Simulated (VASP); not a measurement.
Write the native input for VASP 6.6.1 that does the following.

```yaml
Task: single point
Functional: PBE
Potentials_or_basis: VASP PAW PBE potentials, release 64 (Mo_sv)
Cutoff: 520 eV
k_mesh: 15 × 15 × 8
Occupations: fermi-dirac, width 0.08 eV
Spin: no spin polarisation
Dipole_correction: no
Further_INCAR_settings: ALGO = Normal; EDIFF = 1e-07; NBANDS = 21
```

The structure of Mo lies in POSCAR:

```
Mo
1.0
    2.3792751538      0.0000000000      0.0000000000
   -1.1896375769      2.0605127257      0.0000000000
    0.0000000000      0.0000000000      3.8126140501
Mo
2
Direct
    0.3333333333      0.6666666667      0.2500000000
    0.6666666667      0.3333333333      0.7500000000
```

This isn't the form of Mo at room conditions, which is bcc.

The input as run:

INCAR

```
PREC = Accurate ; ENCUT = 520
EDIFF = 1E-7 ; ISMEAR = -1
SIGMA = 0.08 ; LREAL = F
LASPH = T ; NELM = 60
ALGO = Normal ; ISIF = 2
LWAVE = F ; LCHARG = F
GGA = PE ; NBANDS = 21
```

KPOINTS

```
Automatic mesh
0
Gamma
  15 15 8
```

Potentials or basis: VASP PAW PBE potentials, release 64 (Mo_sv).

Launch:

```sh
$ cat potpaw_PBE.64/Mo_sv/POTCAR > POTCAR
$ mpirun -np 1 vasp_std > vasp.out
```

It gave:

| Property | Result |
| --- | --- |
| Pressure | 368.8 GPa |
| Band gap on the k mesh | zero (bands 14 and 15 overlap by 4.64 eV) |

Caveat: the cell stands under pressure.

Run time: 68 s on 1 thread of Intel Xeon 8259CL (shared host), peak memory 0.16 GiB.
